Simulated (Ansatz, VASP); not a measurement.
**Two plane-wave programs on Mo3H**

```
CELL_PARAMETERS angstrom
4.40014 0.00000 0.00000
-2.20007 3.81063 0.00000
0.00000 0.00000 22.20058
ATOMIC_POSITIONS crystal
Mo 0.66667 0.33333 0.18018
Mo 0.33333 0.66667 0.22063
Mo 0.00000 0.00000 0.26109
Mo 0.66667 0.33333 0.29836
Mo 0.33333 0.66667 0.33449
Mo 0.00000 0.00000 0.36939
H 0.92614 0.00000 0.50452
H 0.07386 0.00000 0.50452
```

Alike in both runs: task single point; functional LDA; k mesh 6 × 6 × 1; occupations gaussian, width 0.1 eV; no spin polarisation.

|  | VASP | Ansatz |
| --- | --- | --- |
| version | VASP 6.6.1 | Ansatz 0.2.0 |
| potentials or method | VASP PAW LDA potentials, release 64 (Mo_sv, H), cutoff 400 eV | scalar-relativistic, plane waves, PAW |
| valence electrons in the cell | 86 | 86 |

VASP gave:

```
gap on the k mesh at the Fermi level (eV)  : none
rms of the force components (eV/Å)         : 1.723
work function, face that differs most (eV) : 3.93
```

Question: What did Ansatz give for the same quantities?

Answer: gap on the k mesh at the Fermi level (eV): none; rms of the force components (eV/Å): 1.708; work function, face that differs most (eV): 3.92.

Ansatz warns that its potentials were made for another functional, while VASP's fit it. LDA's correlation is that of Perdew and Zunger in VASP and of Perdew and Wang (1992) in Ansatz. Atom by atom the forces differ by 0.044 eV/Å (rms over components). A gap of «none» marks a metal or a gap that the smearing closes.
